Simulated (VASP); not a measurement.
Input of a VASP 6.6.1 run:

The input INCAR:

```
SYSTEM = Zn7O
ALGO = Normal
EDIFF = 1E-7
ENCUT = 520
GGA = PE
ISIF = 2
ISMEAR = 0
LASPH = .TRUE.
LCHARG = .FALSE.
LREAL = .FALSE.
LWAVE = .FALSE.
NBANDS = 55
NELM = 60
PREC = Accurate
SIGMA = 0.2
```

KPOINTS

```
k-points
0
G
  7 7 1
  0 0 0
```

File POSCAR:

```
Zn7O
1.0
    2.9168950109      0.0000000000      0.0000000000
   -1.4584475054      2.5261051796      0.0000000000
    0.0000000000      0.0000000000     15.4403062468
Zn O
7 1
Direct
    0.6666666667      0.3333333333      0.9123726825
    0.3333333333      0.6666666667      0.0876273175
    0.0000000000      0.0000000000      0.2238310074
    0.3333333333      0.6666666667      0.3620519494
    0.0000000000      0.0000000000      0.7761689926
    0.6666666667      0.3333333333      0.6379480506
    0.0000000000      0.0000000000      0.5000000000
    0.0000000000      0.0000000000      0.0000000000
```

Potentials or basis: VASP PAW PBE potentials, release 64 (Zn, O).

Launch:

```sh
$ cat potpaw_PBE.64/Zn/POTCAR potpaw_PBE.64/O/POTCAR > POTCAR
$ mpirun -np 1 vasp_std > vasp.out
```

(1) What does it give for the largest force?

(2) Predict the band gap on the k mesh.

(3) Estimate the pressure.

Results:

(1) 0.062 eV/Å.

(2) zero (bands 45 and 46 overlap by 1.27 eV).

(3) 0.4 GPa.

Caveat: the k points lie up to 0.41 Å⁻¹ apart, too coarse for converged energies and pressures of a metal.
